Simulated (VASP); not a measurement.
PrMgH, 3 atoms in the cell. Symmetry: P4/mmm, No. 123, tetragonal system. Conventional cell: a = 3.527 Å, b = 3.527 Å, c = 4.386 Å, α = 90.00°, β = 90.00°, γ = 90.00°. Within 3.6 Å of Pr (site symmetry 4/mmm) lie 4 H at 2.49 Å and 8 Mg at 3.32 Å and 4 Pr at 3.53 Å. Within 2.9 Å of Mg (site symmetry 4/mmm) lie 2 H at 2.19 Å. Within 2.9 Å of H (site symmetry 4/mmm) lie 2 Mg at 2.19 Å and 4 Pr at 2.49 Å. 

- Program: VASP 6.6.1
- Task: single point
- Functional: PBE
- Potentials or basis: VASP PAW PBE potentials, release 64 (Pr_3, Mg, H), 4f in core
- Cutoff: 600 eV
- k mesh: 12 × 12 × 10
- Occupations: gaussian, width 0.1 eV
- Spin: no spin polarisation
- Dipole correction: no
- Further INCAR settings: ALGO = Normal; EDIFF = 1e-06; NBANDS = 14

Potentials or basis: VASP PAW PBE potentials, release 64 (Pr_3, Mg, H), 4f in core.

Command:

```sh
$ cat potpaw_PBE.64/Pr_3/POTCAR potpaw_PBE.64/Mg/POTCAR potpaw_PBE.64/H/POTCAR > POTCAR
$ mpirun -np 1 vasp_std > vasp.out
```

Hardware: 1 thread of Intel(R) Xeon(R) 6975P-C (Granite Rapids) (shared host).

Task: Estimate the wall time of this run.

Result: Run time: 38 s on 1 thread of Intel(R) Xeon(R) 6975P-C (Granite Rapids) (shared host), peak memory 0.32 GiB. Counts: scf iterations 12, k points 168.
